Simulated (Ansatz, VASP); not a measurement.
# Au in VASP and in Ansatz

```
CELL_PARAMETERS angstrom
-1.64085 1.64085 1.64085
1.64085 -1.64085 1.64085
1.64085 1.64085 -1.64085
ATOMIC_POSITIONS crystal
Au 0.00000 0.00000 0.00000
```

Alike in both runs: task single point; functional PBE; k mesh 20 × 20 × 20; occupations fermi-dirac, width 0.15 eV; no spin polarisation.

|  | VASP | Ansatz |
| --- | --- | --- |
| version | VASP 6.6.1 | Ansatz 0.2.0 |
| potentials or method | VASP PAW PBE potentials, release 64 (Au), cutoff 520 eV | scalar-relativistic, plane waves, PAW |
| valence electrons in the cell | 11 | 19 |

|  | VASP | Ansatz | Ansatz less VASP |
| --- | --- | --- | --- |
| gap on the k mesh at the Fermi level (eV) | none | none | - |
| pressure (GPa) | 2.7 | 2.9 | +0.25 |

A gap of «none» marks a metal or a gap that the smearing closes. VASP's potentials hold 11 valence electrons a cell and Ansatz's 19, so a difference there can come from the potentials and not from the codes.

Neither program's run includes spin-orbit coupling.
